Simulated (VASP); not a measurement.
# LiH (Fm-3m) in VASP: notebook, part 2 of 2

VASP 6.6.1. The steps go on from the part before.

## (3) Single point, PBE0

This run uses another cell than the first one, of 8.62 Å³/atom.

POSCAR

```
LiH
1.0
    0.0000000000      2.0502388037      2.0502388037
    2.0502388037      0.0000000000      2.0502388037
    2.0502388037      2.0502388037      0.0000000000
Li H
1 1
Direct
    0.0000000000      0.0000000000      0.0000000000
    0.5000000000      0.5000000000      0.5000000000
```

INCAR.step1

```
PREC = Accurate ; ENCUT = 520
EDIFF = 1E-5 ; ISMEAR = -1
SIGMA = 0.05 ; LREAL = F
LASPH = T ; NELM = 60
ALGO = Normal ; ISIF = 2
LWAVE = T ; GGA = PE
NBANDS = 9
```

INCAR.step2

```
PREC = Accurate ; ENCUT = 520
EDIFF = 1E-7 ; ISMEAR = -1
SIGMA = 0.05 ; LREAL = F
LASPH = T ; NELM = 60
ALGO = Normal ; ISIF = 2
LWAVE = F ; LCHARG = T
GGA = PE ; LHFCALC = T
AEXX = 0.25 ; PRECFOCK = Normal
LELF = T ; LVHAR = T
ISTART = 1 ; NBANDS = 9
```

KPOINTS

```
Automatic mesh
0
Gamma
  6 6 6
```

Potentials or basis: VASP PAW PBE potentials, release 64 (Li_sv, H).

Command:

```sh
cat potpaw_PBE.64/Li_sv/POTCAR potpaw_PBE.64/H/POTCAR > POTCAR
cp INCAR.step1 INCAR
mpirun -np 1 vasp_std > vasp.out
cp INCAR.step2 INCAR
mpirun -np 1 vasp_std > vasp.out
```

OUTCAR:

```text
PREC = Accurate
   ENCUT = 520
   EDIFF = 1E-7
   ISMEAR = -1
   LREAL = F
   LASPH = T
   NELM = 60
   ISIF = 2
   GGA = PE
   LHFCALC = T
   AEXX = 0.25
   PRECFOCK = Normal
   ISTART = 1

 ion  position               nearest neighbor table
   1  0.000  0.000  0.000-
   2  0.500  0.500  0.500-

  LATTYP: Found a face centered cubic cell.
 ALAT       =     4.1004776074

[... 373 lines left out ...]
      6      17.8413      0.00000
      7      20.0073      0.00000
      8      28.7569      0.00000
      9      29.1757      0.00000

------------------------ aborting loop because EDIFF is reached ----------------------------------------

  FORCE on cell =-STRESS in cart. coord.  units (eV):
  Direction    XX          YY          ZZ          XY          YZ          ZX
  --------------------------------------------------------------------------------------
  -------------------------------------------------------------------------------------
  Total       -0.3046796     -0.3046796     -0.3046796      0.0000000      0.0000000     -0.0000000
  in kB      -28.3211363    -28.3211363    -28.3211363      0.0000000      0.0000000     -0.0000000
  external PRESSURE =     -28.3211363 kB  Pullay stress =       0.0000000 kB

 VOLUME and BASIS-vectors are now :
 -----------------------------------------------------------------------------
  energy-cutoff  :      520.00
  volume of cell :       17.24
      direct lattice vectors                 reciprocal lattice vectors
     0.000000000  2.050238804  2.050238804    -0.243874030  0.243874030  0.243874030
     2.050238804  0.000000000  2.050238804     0.243874030 -0.243874030  0.243874030
     2.050238804  2.050238804  0.000000000     0.243874030  0.243874030 -0.243874030

 POSITION                                       TOTAL-FORCE (eV/Angst)
 -----------------------------------------------------------------------------------
      0.00000      0.00000      0.00000         0.000000      0.000000     -0.000000
      2.05024      2.05024      2.05024        -0.000000     -0.000000      0.000000
 -----------------------------------------------------------------------------------
    total drift:                               -0.000000     -0.000000     -0.000000

  FREE ENERGIE OF THE ION-ELECTRON SYSTEM (eV)
  ---------------------------------------------------
  free  energy   TOTEN  =        -7.1286848759 eV

  energy  without entropy=       -7.1286848759  energy(sigma->0) =       -7.12868488
```

Wall time 100 s (1 thread of AMD EPYC 7R13 (Zen 3), shared host); peak memory 0.1 GiB.

Results:

* Free energy: -7.1287 eV
* Band gap on the k mesh: 4.73 eV

Levels at points of the mesh, in eV from the valence-band top:
| k point | band 1 | band 2 | band 3 | band 4 | band 5 |
| --- | --- | --- | --- | --- | --- |
| (0.00, 0.00, 0.00) | -47.41 | -5.85 | 17.80 | 19.55 | 19.55 |
| (0.50, 0.00, 0.00) | -47.37 | -2.70 | 6.53 | 15.41 | 18.16 |
| (0.50, 0.50, 0.00) | -47.36 | 0.00 | 4.73 | 12.59 | 12.59 |

Caveat: the k points lie up to 0.44 Å⁻¹ apart; the cutoff is under 1.25 times the usual one of these potentials, so pressure, stress and relaxed cells hold a basis-set (Pulay) error; the PAW data sets were made with another functional, which shifts forces and pressure a little. A k mesh can miss the band edges.

## (4) Single point, PBE0

This run uses another cell than the first one, of 8.79 Å³/atom.

POSCAR

```
LiH
1.0
    0.0000000000      2.0635524157      2.0635524157
    2.0635524157      0.0000000000      2.0635524157
    2.0635524157      2.0635524157      0.0000000000
Li H
1 1
Direct
    0.0000000000      0.0000000000      0.0000000000
    0.5000000000      0.5000000000      0.5000000000
```

INCAR.step1

```
SYSTEM = LiH
PREC = Accurate
ENCUT = 520
EDIFF = 1E-5
ISMEAR = -1
SIGMA = 0.05
LREAL = .FALSE.
LASPH = .TRUE.
NELM = 60
ALGO = Normal
ISIF = 2
LWAVE = .TRUE.
NBANDS = 9
GGA = PE
```

INCAR.step2

```
SYSTEM = LiH
PREC = Accurate
ENCUT = 520
EDIFF = 1E-6
ISMEAR = -1
SIGMA = 0.05
LREAL = .FALSE.
LASPH = .TRUE.
NELM = 60
ALGO = Normal
ISIF = 2
LWAVE = .FALSE.
LCHARG = .TRUE.
GGA = PE
LHFCALC = .TRUE.
AEXX = 0.25
PRECFOCK = Normal
LELF = .TRUE.
LVHAR = .TRUE.
NBANDS = 9
ISTART = 1
```

KPOINTS

```
Automatic mesh
0
G
  6 6 6
  0 0 0
```

Command:

```sh
cat potpaw_PBE.64/Li_sv/POTCAR potpaw_PBE.64/H/POTCAR > POTCAR
cp INCAR.step1 INCAR
mpirun -np 1 vasp_std > vasp.out
cp INCAR.step2 INCAR
mpirun -np 1 vasp_std > vasp.out
```

Wall time 76 s (1 thread of AMD EPYC 7R13 (Zen 3), shared host); peak memory 0.1 GiB.

Results (log left out):

| Property | Result |
| --- | --- |
| Free energy | -7.1225 eV |
| Band gap on the k mesh | 4.74 eV |

Levels at points of the mesh, in eV from the valence-band top:
| k point | band 1 | band 2 | band 3 | band 4 | band 5 | band 6 | band 7 |
| --- | --- | --- | --- | --- | --- | --- | --- |
| (0.00, 0.00, 0.00) | -47.43 | -5.77 | 17.55 | 19.35 | 19.35 | 19.35 | 23.76 |
| (0.50, 0.00, 0.00) | -47.40 | -2.65 | 6.48 | 15.24 | 17.98 | 17.98 | 20.50 |
| (0.50, 0.50, 0.00) | -47.39 | 0.00 | 4.74 | 12.50 | 12.50 | 15.46 | 18.45 |

Caveat: the k points lie up to 0.44 Å⁻¹ apart; the cutoff is under 1.25 times the usual one of these potentials, so pressure, stress and relaxed cells hold a basis-set (Pulay) error; the PAW data sets were made with another functional, which shifts forces and pressure a little.

## (5) Single point, PBE0

This run uses another cell than the first one, of 8.96 Å³/atom.

POSCAR

```
LiH
1.0
    0.0000000000      2.0766964161      2.0766964161
    2.0766964161      0.0000000000      2.0766964161
    2.0766964161      2.0766964161      0.0000000000
Li H
1 1
Direct
    0.0000000000      0.0000000000      0.0000000000
    0.5000000000      0.5000000000      0.5000000000
```

INCAR.step1

```
PREC = Accurate
ENCUT = 520
EDIFF = 1E-5
ISMEAR = -1
SIGMA = 0.05
LREAL = False
LASPH = True
NELM = 80
ALGO = Normal
ISIF = 2
LWAVE = True
LCHARG = False
NBANDS = 9
GGA = PE
```

INCAR.step2

```
PREC = Accurate
ENCUT = 520
EDIFF = 1E-6
ISMEAR = -1
SIGMA = 0.05
LREAL = False
LASPH = True
NELM = 80
ALGO = Normal
ISIF = 2
LWAVE = False
LCHARG = False
GGA = PE
LHFCALC = True
AEXX = 0.25
PRECFOCK = Normal
NBANDS = 9
ISTART = 1
```

KPOINTS

```
regular mesh
0
Gamma
  6 6 6
```

Command:

```sh
cat potpaw_PBE.64/Li_sv/POTCAR potpaw_PBE.64/H/POTCAR > POTCAR
cp INCAR.step1 INCAR
mpirun -np 1 vasp_std > vasp.out
cp INCAR.step2 INCAR
mpirun -np 1 vasp_std > vasp.out
```

It took 76 s on 1 thread of AMD EPYC 7R13 (Zen 3), shared host; peak memory 0.1 GiB.

It converged, with:

```yaml
Free_energy: -7.1152 eV
Band_gap_on_the_k_mesh: 4.75 eV
```

Levels at points of the mesh, in eV from the valence-band top:
| k point | band 1 | band 2 | band 3 | band 4 | band 5 | band 6 |
| --- | --- | --- | --- | --- | --- | --- |
| (0.00, 0.00, 0.00) | -47.46 | -5.69 | 17.31 | 19.16 | 19.16 | 19.16 |
| (0.50, 0.00, 0.00) | -47.42 | -2.59 | 6.43 | 15.07 | 17.81 | 17.81 |
| (0.50, 0.50, 0.00) | -47.42 | 0.00 | 4.75 | 12.40 | 12.40 | 15.33 |

Caveat: the k points lie up to 0.44 Å⁻¹ apart; the cutoff is under 1.25 times the usual one of these potentials, so pressure, stress and relaxed cells hold a basis-set (Pulay) error; the PAW data sets were made with another functional, which shifts forces and pressure a little.

## (6) Summary

| cell | gap on the mesh (eV) |
| --- | --- |
| a = 2.880 Å, angles 60.0°, 2 atoms | 4.72 |
| a = 2.899 Å, angles 60.0°, 2 atoms | 4.73 |
| a = 2.918 Å, angles 60.0°, 2 atoms | 4.74 |
| a = 2.937 Å, angles 60.0°, 2 atoms | 4.75 |

Alike in all rows: task single point; level PBE0; potentials or basis VASP PAW PBE potentials, release 64 (Li_sv, H); no spin polarisation; k mesh 6 × 6 × 6; cutoff (eV) 520; smearing fermi-dirac 0.05 eV.

Caveats: all runs use coarse meshes; the cutoff is under 1.25 times the usual one of these potentials, so pressure, stress and relaxed cells hold a basis-set (Pulay) error; the PAW data sets were made with another functional, which shifts forces and pressure a little.

Total energies depend on the potentials used, so only differences within one code and one set of settings carry meaning.
